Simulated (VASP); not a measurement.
# Ta2C (P-3m1) in VASP: further runs

Runs on Ta2C. Level: PBEsol. Tasks: single point.

Program: VASP 6.6.1. These are calculated values, not measurements. Logs are shortened: lines on timing, memory, paths and dates and some standing lists are left out, and cuts for length are marked.

**1. The cell of the first run**

It takes space group P-3m1 (No. 164, trigonal). The conventional cell has a = 3.033 Å, b = 3.033 Å, c = 4.823 Å, α = 90.00°, β = 90.00°, γ = 120.00°. Within 2.8 Å of Ta (site symmetry 3m) lie 3 C at 2.14 Å. C (site symmetry -3m) has 6 Ta at 2.14 Å within 2.8 Å.

**2. Single point, PBEsol (equal strain along all axes, cell held: -2.0 %, then relaxed in part)**

INCAR reads:

```
SYSTEM = Ta2C
ALGO = Normal ; EDIFF = 1E-6
ENCUT = 700 ; GGA = PS
GGA_COMPAT = .False. ; ISIF = 2
ISMEAR = 0 ; LASPH = .True.
LCHARG = .True. ; LELF = .True.
LREAL = .False. ; LVHAR = .True.
LWAVE = .False. ; NBANDS = 22
NELM = 120 ; PREC = Accurate
SIGMA = 0.1
```

KPOINTS reads:

```
k-points
0
Gamma
  18 18 10
  0 0 0
```

POSCAR reads:

```
Ta2C
1.0
    3.0333946883      0.0000000000      0.0000000000
   -1.5166973441      2.6269968598      0.0000000000
    0.0000000000      0.0000000000      4.8226586776
Ta C
2 1
Direct
    0.3333333333      0.6666666667      0.2561050964
    0.6666666667      0.3333333333      0.7438949036
    0.0000000000      0.0000000000      0.0000000000
```

Potentials or basis: VASP PAW PBE potentials, release 64 (Ta_sv_GW, C).

Launch:

```bash
$ cat potpaw_PBE.64/Ta_sv_GW/POTCAR potpaw_PBE.64/C/POTCAR > POTCAR
$ mpirun -np 1 vasp_std > vasp.out
```

OUTCAR:

```text
SYSTEM = Ta2C
   EDIFF = 1E-6
   ENCUT = 700
   GGA = PS
   ISIF = 2
   ISMEAR = 0
   LASPH = .True.
   LREAL = .False.
   NELM = 120
   PREC = Accurate

 ion  position               nearest neighbor table
   1  0.333  0.667  0.256-   3 2.14   3 2.14   3 2.14   2 2.93   2 2.93   2 2.93   2 3.03   2 3.03
                             2 3.03
   2  0.667  0.333  0.744-   3 2.14   3 2.14   3 2.14   1 2.93   1 2.93   1 2.93   1 3.03   1 3.03
                             1 3.03
   3  0.000  0.000  0.000-   1 2.14   2 2.14   1 2.14   2 2.14   2 2.14   1 2.14

  LATTYP: Found a hexagonal cell.
 ALAT       =     3.0333946883
 C/A-ratio  =     1.5898553183

  Lattice vectors:

 A1 = (   3.0333946883,   0.0000000000,   0.0000000000)
 A2 = (  -1.5166973441,   2.6269968598,   0.0000000000)
 A3 = (   0.0000000000,   0.0000000000,   4.8226586776)

Analysis of symmetry for initial positions (statically):
=====================================================================
 Subroutine PRICEL returns:
 Original cell was already a primitive cell.

 Routine SETGRP: Setting up the symmetry group for a
 hexagonal supercell.

 Subroutine GETGRP returns: Found 12 space group operations
 (whereof 12 operations were pure point group operations)
 out of a pool of 24 trial point group operations.

The static configuration has the point symmetry D_3d.

Analysis of symmetry for dynamics (positions and initial velocities):
=====================================================================
 Subroutine PRICEL returns:
 Original cell was already a primitive cell.

 Routine SETGRP: Setting up the symmetry group for a
 hexagonal supercell.

 Subroutine GETGRP returns: Found 12 space group operations
 (whereof 12 operations were pure point group operations)
 out of a pool of 24 trial point group operations.

The dynamic configuration has the point symmetry D_3d.

 Subroutine INISYM returns: Found 12 space group operations
 (whereof 12 operations are pure point group operations),
 and found     1 'primitive' translations

----------------------------------------------------------------------------------------

                                     Primitive cell

  volume of cell :      38.4304

[... 85 lines left out ...]
   LNONCOLLINEAR =      F non collinear calculations
   LSORBIT =      F    spin-orbit coupling
   LASPH  =      T    aspherical Exc in radial PAW
   ENCUT  =  700.0 eV  51.45 Ry    7.17 a.u.   6.54  6.54 10.40*2*pi/ulx,y,z
   NELM   =    120;   NELMIN=  2; NELMDL= -5     # of ELM steps
   EDIFF  = 0.1E-05   stopping-criterion for ELM
   LREAL  =      F    real-space projection
   EDIFFG = 0.1E-04   stopping-criterion for IOM
   NSW    =      0    number of steps for IOM
   IBRION =     -1    ionic relax: 0-MD 1-quasi-New 2-CG
   NFREE  =      0    steps in history (QN), initial steepest desc. (CG)
   ISIF   =      2    stress and relaxation
   ISYM   =      2    0-nonsym 1-usesym 2-fastsym
   POTIM  = 0.5000    time-step for ionic-motion
   TEBEG  =    0.0;   TEEND  =   0.0 temperature during run
   PSTRESS=    0.0 pullay stress
   NELECT =      30.0000    total number of electrons
   NUPDOWN=      -1.0000    fix difference up-down
   EMIN   =  10.00;   EMAX   =-10.00  energy-range for DOS
   EFERMI =   0.00;   METHOD = LEGACY
   ISMEAR =     0;   SIGMA  =   0.10  broadening in eV -4-tet -1-fermi 0-gaus
   EFERMI_NEDOS =   21; number of points for ismear=-14 and -15
   IALGO  =     38    algorithm
   IMIX   =      4    mixing-type and parameters
     AMIX     =   0.40;   BMIX     =  1.00
     AMIX_MAG =   1.60;   BMIX_MAG =  1.00
  volume/ion in A,a.u.               =      12.81        86.45
  Fermi-wavevector in a.u.,A,eV,Ry     =   1.507383  2.848541 30.915201  2.272203
  Thomas-Fermi vector in A             =   2.617976
   LORBIT       =      0    0 simple, 1 ext, 2 COOP (PROOUT), +10 PAW based schemes
   GGA     = PS    functional components
   LHFCALC =     F    Hartree Fock is set to
   AEXX    =    0.0000 exact exchange contribution
   IVDW    =     0    specifies the selected vdW correction
   LEPSILON=     F    determine dielectric tensor
   LRPA    =     F    only Hartree local field effects (RPA)
 non-spin polarized calculation
 Gauss-broadening in eV      SIGMA  =   0.10
  energy-cutoff  :      700.00
  volume of cell :       38.43
 maximum number of plane-waves:      1647
 NGX is ok and might be reduce to    28
   NGX = 13   NGY = 13   NGZ = 21

 number of electron      30.0000001 magnetization

 Free energy of the ion-electron system (eV)
  ---------------------------------------------------
  ext. energy  EPLUGINS =         0.00000000
  ---------------------------------------------------
  free energy    TOTEN  =       -41.60938386 eV

  energy without entropy =      -41.60643001  energy(sigma->0) =      -41.60790693

 E-fermi :  11.7194     XC(G=0): -13.6689

 val. band max:       11.6984755764   @ k =   0.0556   0.0556   0.4000
 cond. band min:      11.7211507504   @ k =   0.1111  -0.0000   0.5000
 fundamental gap:      0.0226751739
 Fermi energy:        11.7193542787

 k-point     1 :       0.0000    0.0000    0.0000
  band No.  band energies     occupation
      1     -55.9174      2.00000
      2     -55.8213      2.00000
      3     -23.0289      2.00000
      4     -22.1329      2.00000
      5     -22.1329      2.00000
      6     -21.9897      2.00000
[... 589 lines left out ...]
     21      18.0134      0.00000
     22      18.4491      0.00000

 [... further k-points ...]

------------------------ aborting loop because EDIFF is reached ----------------------------------------

  FORCE on cell =-STRESS in cart. coord.  units (eV):
  Direction    XX          YY          ZZ          XY          YZ          ZX
  --------------------------------------------------------------------------------------
  -------------------------------------------------------------------------------------
  Total        4.4619135      4.4619135      4.5880539      0.0000000      0.0000000      0.0000000
  in kB      186.0187534    186.0187534    191.2775916      0.0000000      0.0000000      0.0000000
  external PRESSURE =     187.7716995 kB  Pullay stress =       0.0000000 kB

 VOLUME and BASIS-vectors are now :
 -----------------------------------------------------------------------------
  energy-cutoff  :      700.00
  volume of cell :       38.43
      direct lattice vectors                 reciprocal lattice vectors
     3.033394688  0.000000000  0.000000000     0.329663662  0.190331404  0.000000000
    -1.516697344  2.626996860  0.000000000     0.000000000  0.380662808  0.000000000
     0.000000000  0.000000000  4.822658678     0.000000000  0.000000000  0.207354504

 POSITION                                       TOTAL-FORCE (eV/Angst)
 -----------------------------------------------------------------------------------
     -0.00000      1.75133      1.23511        -0.000000      0.000000      0.048209
      1.51670      0.87567      3.58755         0.000000     -0.000000     -0.048209
      0.00000      0.00000      0.00000        -0.000000      0.000000      0.000000
 -----------------------------------------------------------------------------------
    total drift:                               -0.000000      0.000000      0.000000

  FREE ENERGIE OF THE ION-ELECTRON SYSTEM (eV)
  ---------------------------------------------------
  free  energy   TOTEN  =       -41.6093838615 eV

  energy  without entropy=      -41.6064300060  energy(sigma->0) =      -41.60790693
```

Run time: 3.2 min. Hardware: 1 thread of Intel Xeon 6975P-C (Granite Rapids), shared host; peak memory 0.49 GiB.

What came out:

| Quantity | Value |
| --- | --- |
| Free energy | -41.6094 eV |
| Pressure | 18.8 GPa |
| Largest force | 0.048 eV/Å |
| Band gap on the k mesh | zero (bands 15 and 16 overlap by 0.87 eV) |

Forces in eV/Å, atoms in the order of the input:
```
Ta   0.000  0.000  0.048
Ta   0.000  0.000 -0.048
C    0.000  0.000  0.000
```

Stress tensor (GPa, compression positive):
```
18.60  0.00  0.00
 0.00 18.60  0.00
 0.00  0.00 19.13
```

Caveat: the cell differs from its parent crystal (equal strain along all axes, cell held: -2.0 %, then relaxed in part); the cell stands under pressure; the PAW data sets were made with another functional, which shifts forces and pressure a little; spin-orbit coupling is left out, which moves the levels of the heavy elements.

**3. Single point, PBEsol (biaxial strain in the a-b plane: -3.0 %, then relaxed in part)**

Edit INCAR of step 2 so:

```diff
@@ -5,4 +5,3 @@
 ISMEAR = 0 ; LASPH = .True.
-LCHARG = .True. ; LELF = .True.
-LREAL = .False. ; LVHAR = .True.
+LCHARG = .False. ; LREAL = .False.
 LWAVE = .False. ; NBANDS = 22
```

KPOINTS is that of step 2.

POSCAR reads:

```
Ta2C
1.0
    3.0024416756      0.0000000000      0.0000000000
   -1.5012208378      2.6001907645      0.0000000000
    0.0000000000      0.0000000000      5.0085228576
Ta C
2 1
Direct
    0.3333333333      0.6666666667      0.2545758945
    0.6666666667      0.3333333333      0.7454241055
    0.0000000000      0.0000000000      0.0000000000
```

Potentials or basis: VASP PAW PBE potentials, release 64 (Ta_sv_GW, C).

Launch:

```bash
$ cat potpaw_PBE.64/Ta_sv_GW/POTCAR potpaw_PBE.64/C/POTCAR > POTCAR
$ mpirun -np 1 vasp_std > vasp.out
```

It took 4.2 min on 1 thread of AMD EPYC 9R45 (Zen 5), shared host; peak memory 0.49 GiB.

Results (log left out):

```
Free energy            : -41.6017 eV
Pressure               : 13.0 GPa
Largest force          : 0.043 eV/Å
Band gap on the k mesh : zero (bands 15 and 16 overlap by 0.68 eV)
```

Forces on the atoms (eV/Å):
```
Ta   0.000  0.000  0.043
Ta   0.000  0.000 -0.043
C    0.000  0.000  0.000
```

Stress tensor (GPa, compression positive):
```
19.48  0.00  0.00
 0.00 19.48  0.00
 0.00  0.00  0.08
```

Levels at points of the mesh, in eV from the Fermi level:
| k point | band 12 | band 13 | band 14 | band 15 | band 16 | band 17 | band 18 | band 19 |
| --- | --- | --- | --- | --- | --- | --- | --- | --- |
| (0.00, 0.00, 0.00) | -3.44 | -3.21 | -0.46 | 0.50 | 0.50 | 1.55 | 1.55 | 2.46 |
| (0.50, 0.00, 0.00) | -4.03 | -3.95 | -1.72 | -0.16 | 2.84 | 4.09 | 4.85 | 5.71 |
| (0.00, 0.00, 0.50) | -3.67 | -2.36 | -1.73 | -0.15 | -0.15 | 3.19 | 3.19 | 3.53 |
| (0.50, 0.00, 0.50) | -3.51 | -2.85 | -1.04 | -0.87 | 1.19 | 1.74 | 5.03 | 5.40 |

Caveat: the cell differs from its parent crystal (biaxial strain in the a-b plane: -3.0 %, then relaxed in part); the stress differs along the axes, from 0 to 19 GPa; the PAW data sets were made with another functional, which shifts forces and pressure a little; spin-orbit coupling is left out, which moves the levels of the heavy elements.

(Part 1 of 2 ends here.)

The gap in the log of VASP goes by the Fermi energy; the results here count the filled bands.